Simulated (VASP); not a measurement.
# TiO2 (C2/m) in VASP: further runs

Runs on TiO2. Level: r2SCAN. Tasks: single point.

All numbers are computed with VASP 6.6.1; they aren't measurements. Logs are shortened: lines on timing, memory, paths and dates and some standing lists are left out, and cuts for length are marked.

### 1 The cell of the first run

The structure is monoclinic, space group C2/m (No. 12). Conventional cell: a = 12.066 Å, b = 3.696 Å, c = 6.609 Å, α = 90.00°, β = 106.79°, γ = 90.00°. Ti (site symmetry m) has 6 O at 1.76 to 2.38 Å within 2.4 Å. Within 2.4 Å of Ti (site symmetry m) lie 6 O at 1.84 to 2.15 Å. Within 2.4 Å of O (site symmetry m) lie 3 Ti at 1.84 to 2.15 Å. O (site symmetry m) has 3 Ti at 1.91 to 2.01 Å and 2 O at 2.48 Å within 2.5 Å. O (site symmetry m) has 2 Ti at 1.76 to 1.85 Å within 2.3 Å. Within 3.0 Å of O (site symmetry m) lie 4 Ti at 1.93 to 2.38 Å and 10 O at 2.48 to 2.95 Å.

### 2 Single point, r2SCAN (biaxial strain in the a-b plane: -1.0 %, then relaxed in part)

POSCAR reads:

```
TiO2
1.0
    6.0329180879     -1.8478499513     -0.0086355404
    6.0329180879      1.8478499513     -0.0086355404
   -1.8993888287      0.0000000000      6.3297875961
Ti O
4 8
Direct
    0.8071906632      0.8071906632      0.7207816033
    0.1007069176      0.1007069176      0.7112456187
    0.1928093368      0.1928093368      0.2792183967
    0.8992930824      0.8992930824      0.2887543813
    0.0589247133      0.0589247133      0.3727734060
    0.6385573146      0.6385573146      0.7073707035
    0.1310493696      0.1310493696      0.0025959290
    0.9410752867      0.9410752867      0.6272265940
    0.7351003859      0.7351003859      0.3454220648
    0.8689506304      0.8689506304      0.9974040710
    0.2648996141      0.2648996141      0.6545779352
    0.3614426854      0.3614426854      0.2926292965
```

INCAR.step1 reads:

```
SYSTEM = TiO2
ALGO     = Normal         ! electronic algorithm
EDIFF    = 1E-4           ! SCF threshold, eV
ENCUT    = 520            ! plane-wave cutoff, eV
GGA      = PE             ! functional
ISMEAR   = 0              ! smearing method
LASPH    = .TRUE.         ! aspherical terms in the spheres
LCHARG   = .FALSE.        ! write CHGCAR
LREAL    = .FALSE.        ! projectors in reciprocal space
LWAVE    = .TRUE.         ! write WAVECAR
NBANDS   = 60             ! bands
NELM     = 100            ! most SCF steps
PREC     = Accurate       ! precision mode
SIGMA    = 0.02           ! smearing width, eV
```

INCAR.step2 reads:

```
SYSTEM = TiO2
ALGO     = Normal         ! electronic algorithm
EDIFF    = 1E-7           ! SCF threshold, eV
ENCUT    = 520            ! plane-wave cutoff, eV
ISIF     = 2              ! what is computed and relaxed
ISMEAR   = 0              ! smearing method
ISTART   = 1            
LASPH    = .TRUE.         ! aspherical terms in the spheres
LCHARG   = .FALSE.        ! write CHGCAR
LMIXTAU  = .TRUE.       
LREAL    = .FALSE.        ! projectors in reciprocal space
LWAVE    = .FALSE.        ! write WAVECAR
METAGGA  = R2SCAN         ! meta-GGA
NBANDS   = 60             ! bands
NELM     = 100            ! most SCF steps
PREC     = Accurate       ! precision mode
SIGMA    = 0.02           ! smearing width, eV
```

KPOINTS reads:

```
k-points
0
G
  6 6 4
  0 0 0
```

Potentials or basis: VASP PAW PBE potentials, release 64 (Ti_sv, O).

Started as:

```bash
$ cat potpaw_PBE.64/Ti_sv/POTCAR potpaw_PBE.64/O/POTCAR > POTCAR
$ cp INCAR.step1 INCAR
$ mpirun -np 1 vasp_std > vasp.out
$ cp INCAR.step2 INCAR
$ mpirun -np 1 vasp_std > vasp.out
```

OUTCAR:

```text
SYSTEM = TiO2
   EDIFF = 1E-7
   ENCUT = 520
   ISIF = 2
   ISMEAR = 0
   ISTART = 1
   LASPH = .TRUE.
   LREAL = .FALSE.
   METAGGA = R2SCAN
   NELM = 100
   PREC = Accurate

 ion  position               nearest neighbor table
   1  0.807  0.807  0.721-  10 1.76   8 1.89  11 1.93  11 1.93   6 2.01   9 2.38
   2  0.101  0.101  0.711-   8 1.84   7 1.85   6 1.91   6 1.91  11 2.12   5 2.15
   3  0.193  0.193  0.279-   7 1.76   5 1.89   9 1.93   9 1.93  12 2.01  11 2.38
   4  0.899  0.899  0.289-   5 1.84  10 1.85  12 1.91  12 1.91   9 2.12   8 2.15
   5  0.059  0.059  0.373-   4 1.84   3 1.89   2 2.15
   6  0.639  0.639  0.707-   2 1.91   2 1.91   1 2.01
   7  0.131  0.131  0.003-   3 1.76   2 1.85
   8  0.941  0.941  0.627-   2 1.84   1 1.89   4 2.15
   9  0.735  0.735  0.345-   3 1.93   3 1.93   4 2.12   1 2.38
  10  0.869  0.869  0.997-   1 1.76   4 1.85
  11  0.265  0.265  0.655-   1 1.93   1 1.93   2 2.12   3 2.38
  12  0.361  0.361  0.293-   4 1.91   4 1.91   3 2.01

  LATTYP: Found a base centered monoclinic cell.
 ALAT       =    12.0658485367
 B/A-ratio  =     0.3062942396
 C/A-ratio  =     0.5477130181
 COS(beta)  =    -0.2887814226

  Lattice vectors:

 A1 = (   6.0329180879,  -1.8478499513,  -0.0086355404)
 A2 = (   6.0329180879,   1.8478499513,  -0.0086355404)
 A3 = (  -1.8993888287,   0.0000000000,   6.3297875961)

Analysis of symmetry for initial positions (statically):
=====================================================================
 Subroutine PRICEL returns:
 Original cell was already a primitive cell.

 Routine SETGRP: Setting up the symmetry group for a
 base centered monoclinic supercell.

 Subroutine GETGRP returns: Found  4 space group operations
 (whereof  4 operations were pure point group operations)
 out of a pool of  4 trial point group operations.

The static configuration has the point symmetry C_2h.

Analysis of symmetry for dynamics (positions and initial velocities):
=====================================================================
 Subroutine PRICEL returns:
 Original cell was already a primitive cell.

[... 126 lines left out ...]
   NELM   =    100;   NELMIN=  2; NELMDL=  0     # of ELM steps
   EDIFF  = 0.1E-06   stopping-criterion for ELM
   LREAL  =      F    real-space projection
   EDIFFG = 0.1E-05   stopping-criterion for IOM
   NSW    =      0    number of steps for IOM
   IBRION =     -1    ionic relax: 0-MD 1-quasi-New 2-CG
   NFREE  =      0    steps in history (QN), initial steepest desc. (CG)
   ISIF   =      2    stress and relaxation
   ISYM   =      2    0-nonsym 1-usesym 2-fastsym
   POTIM  = 0.5000    time-step for ionic-motion
   TEBEG  =    0.0;   TEEND  =   0.0 temperature during run
   PSTRESS=    0.0 pullay stress
   NELECT =      96.0000    total number of electrons
   NUPDOWN=      -1.0000    fix difference up-down
   EMIN   =  10.00;   EMAX   =-10.00  energy-range for DOS
   EFERMI =   0.00;   METHOD = LEGACY
   ISMEAR =     0;   SIGMA  =   0.02  broadening in eV -4-tet -1-fermi 0-gaus
   EFERMI_NEDOS =   21; number of points for ismear=-14 and -15
   IALGO  =     38    algorithm
   IMIX   =      4    mixing-type and parameters
     AMIX     =   0.40;   BMIX     =  1.00
     AMIX_MAG =   1.60;   BMIX_MAG =  1.00
  volume/ion in A,a.u.               =      11.76        79.33
  Fermi-wavevector in a.u.,A,eV,Ry     =   1.439980  2.721167 28.212242  2.073541
  Thomas-Fermi vector in A             =   2.558775
   LORBIT       =      0    0 simple, 1 ext, 2 COOP (PROOUT), +10 PAW based schemes
   METAGGA = R2SCAN    functional components
   LHFCALC =     F    Hartree Fock is set to
   AEXX    =    0.0000 exact exchange contribution
   IVDW    =     0    specifies the selected vdW correction
   LEPSILON=     F    determine dielectric tensor
   LRPA    =     F    only Hartree local field effects (RPA)
 non-spin polarized calculation
 Gauss-broadening in eV      SIGMA  =   0.02
  energy-cutoff  :      520.00
  volume of cell :      141.07
 maximum number of plane-waves:      3814
   NGX = 23   NGY = 23   NGZ = 25

 number of electron      96.0000005 magnetization

 Free energy of the ion-electron system (eV)
  ---------------------------------------------------
  ext. energy  EPLUGINS =         0.00000000
  ---------------------------------------------------
  free energy    TOTEN  =      -139.60727291 eV

  energy without entropy =     -139.60727291  energy(sigma->0) =     -139.60727291

 E-fermi :   2.7150     XC(G=0): -11.1833

 val. band max:        2.4692911758   @ k =  -0.3333   0.1667   0.5000
 cond. band min:       5.7539809574   @ k =   0.0000   0.0000   0.0000
 fundamental gap:      3.2846897815
 Fermi energy:         2.7149642889

 k-point     1 :       0.0000    0.0000    0.0000
  band No.  band energies     occupation
      1     -55.7138      2.00000
      2     -55.7015      2.00000
      3     -55.5816      2.00000
      4     -55.5763      2.00000
      5     -31.1160      2.00000
      6     -31.0624      2.00000
[... 1501 lines left out ...]
     59       7.8257      0.00000
     60       7.9694      0.00000

 [... further k-points ...]
[... 5 lines left out ...]
  --------------------------------------------------------------------------------------
  -------------------------------------------------------------------------------------
  Total        4.1380036      4.7539676      1.0299750      0.0000000      0.0000000      0.0836768
  in kB       46.9975010     53.9933298     11.6979726      0.0000000      0.0000000      0.9503613
  external PRESSURE =      37.5629345 kB  Pullay stress =       0.0000000 kB

 VOLUME and BASIS-vectors are now :
 -----------------------------------------------------------------------------
  energy-cutoff  :      520.00
  volume of cell :      141.07
      direct lattice vectors                 reciprocal lattice vectors
     6.032918088 -1.847849951 -0.008635540     0.082914246 -0.270584741  0.024880202
     6.032918088  1.847849951 -0.008635540     0.082914246  0.270584741  0.024880202
    -1.899388829  0.000000000  6.329787596     0.000226235  0.000000000  0.158051071

 POSITION                                       TOTAL-FORCE (eV/Angst)
 -----------------------------------------------------------------------------------
      8.37039      0.00000      4.54845        -0.024137      0.000000     -0.140342
     -0.13582      0.00000      4.50029         0.058336      0.000000     -0.052905
      1.79606      0.00000      1.76406         0.024137      0.000000      0.140342
     10.30227      0.00000      1.81222        -0.058336      0.000000      0.052905
      0.00293      0.00000      2.35856         0.050049      0.000000      0.037939
      6.36116      0.00000      4.46648        -0.013352      0.000000      0.001264
      1.57629      0.00000      0.01417        -0.029868      0.000000     -0.081807
     10.16351      0.00000      3.95396        -0.050049      0.000000     -0.037939
      8.21351      0.00000      2.17375        -0.004854      0.000000      0.030398
      8.59016      0.00000      6.29835         0.029868      0.000000      0.081807
      1.95294      0.00000      4.13876         0.004854      0.000000     -0.030398
      3.80529      0.00000      1.84604         0.013352      0.000000     -0.001264
 -----------------------------------------------------------------------------------
    total drift:                               -0.000000     -0.000000      0.000000

  FREE ENERGIE OF THE ION-ELECTRON SYSTEM (eV)
  ---------------------------------------------------
  free  energy   TOTEN  =      -139.6072729079 eV

  energy  without entropy=     -139.6072729079  energy(sigma->0) =     -139.60727291
```

Wall time 71 min (1 thread of Intel Xeon 8259CL, shared host); peak memory 0.56 GiB.

Results:

* Free energy: -139.6073 eV
* Pressure: 3.8 GPa
* Largest force: 0.142 eV/Å
* Band gap on the k mesh: 3.28 eV (least direct gap 3.52 eV)

Forces on the atoms (eV/Å):
```
Ti  -0.024  0.000 -0.140
Ti   0.058  0.000 -0.053
Ti   0.024  0.000  0.140
Ti  -0.058  0.000  0.053
O    0.050  0.000  0.038
O   -0.013  0.000  0.001
O   -0.030  0.000 -0.082
O   -0.050  0.000 -0.038
O   -0.005  0.000  0.030
O    0.030  0.000  0.082
O    0.005  0.000 -0.030
O    0.013  0.000 -0.001
```

Stress tensor (GPa, compression positive):
```
4.70 0.00 0.10
0.00 5.40 0.00
0.10 0.00 1.17
```

Caveat: the cell differs from its parent crystal (biaxial strain in the a-b plane: -1.0 %, then relaxed in part); the cell stands under pressure; the PAW data sets were made with another functional, which shifts forces and pressure a little. A k mesh can miss the band edges.

### 3 Single point, r2SCAN

This run uses another cell than the first one, of 12.19 Å³/atom.

POSCAR reads:

```
TiO2
1.0
    6.2157380042     -1.9038454043      0.0051711593
    6.2157380042      1.9038454043      0.0051711593
   -1.9429449850      0.0000000000      6.1813055768
Ti O
4 8
Direct
    0.8019085192      0.8019085192      0.7124652655
    0.0998554402      0.0998554402      0.7056776176
    0.1980914808      0.1980914808      0.2875347345
    0.9001445598      0.9001445598      0.2943223824
    0.0574056277      0.0574056277      0.3671314941
    0.6388244856      0.6388244856      0.7032634217
    0.1360160763      0.1360160763      0.0047310455
    0.9425943723      0.9425943723      0.6328685059
    0.7376299241      0.7376299241      0.3485989394
    0.8639839237      0.8639839237      0.9952689545
    0.2623700759      0.2623700759      0.6514010606
    0.3611755144      0.3611755144      0.2967365783
```

INCAR.step1 reads:

```
PREC = Accurate
ENCUT = 520
ISMEAR = 0
SIGMA = 0.02
LREAL = False
LASPH = True
NELM = 100
NBANDS = 60
GGA = PE
ALGO = Normal
EDIFF = 1E-4
LWAVE = True
LCHARG = False
```

INCAR.step2 reads:

```
PREC = Accurate
ENCUT = 520
EDIFF = 1E-6
ISMEAR = 0
SIGMA = 0.02
LREAL = False
LASPH = True
NELM = 100
ALGO = Normal
ISIF = 2
LWAVE = False
LCHARG = True
METAGGA = R2SCAN
LMIXTAU = True
LELF = True
LVHAR = True
NBANDS = 60
ISTART = 1
```

KPOINTS reads:

```
regular mesh
0
Gamma
  6 6 4
```

Potentials or basis: VASP PAW PBE potentials, release 64 (Ti_sv, O).

Started as:

```bash
$ cat potpaw_PBE.64/Ti_sv/POTCAR potpaw_PBE.64/O/POTCAR > POTCAR
$ cp INCAR.step1 INCAR
$ mpirun -np 1 vasp_std > vasp.out
$ cp INCAR.step2 INCAR
$ mpirun -np 1 vasp_std > vasp.out
```

Wall time 16 min (1 thread of Intel Xeon 6975P-C (Granite Rapids), shared host); peak memory 0.56 GiB.

Results (log left out):

| Property | Result |
| --- | --- |
| Free energy | -139.5694 eV |
| Pressure | -3.5 GPa |
| Largest force | 0.145 eV/Å |
| Band gap on the k mesh | 3.14 eV (least direct gap 3.30 eV) |

Forces in eV/Å, atoms in the order of the input:
```
Ti   0.006  0.000 -0.145
Ti   0.059  0.000 -0.042
Ti  -0.006  0.000  0.145
Ti  -0.059  0.000  0.042
O    0.068  0.000  0.017
O   -0.024  0.000 -0.001
O   -0.026  0.000 -0.088
O   -0.068  0.000 -0.017
O   -0.004  0.000  0.017
O    0.026  0.000  0.088
O    0.004  0.000 -0.017
O    0.024  0.000  0.001
```

Stress tensor (GPa, compression positive):
```
-5.62  0.00  0.13
 0.00 -6.18  0.00
 0.13  0.00  1.20
```

Levels at points of the mesh, in eV from the valence-band top:
```csv
k point,band 46,band 47,band 48,band 49,band 50,band 51
"(0.00, 0.00, 0.00)",-0.78,-0.37,-0.16,3.14,3.40,3.59
"(0.50, 0.00, 0.00)",-0.53,-0.19,-0.10,3.45,3.46,3.89
"(0.50, 0.50, 0.00)",-0.61,-0.41,-0.13,3.23,3.31,3.69
"(0.00, 0.00, 0.50)",-0.68,-0.65,-0.42,3.23,3.46,3.64
"(0.50, 0.00, 0.50)",-0.59,-0.08,-0.01,3.51,3.60,3.72
"(0.50, 0.50, 0.50)",-0.40,-0.21,-0.19,3.30,3.50,3.61
```

Caveat: the stress differs along the axes, from -6 to 1 GPa; the PAW data sets were made with another functional, which shifts forces and pressure a little.
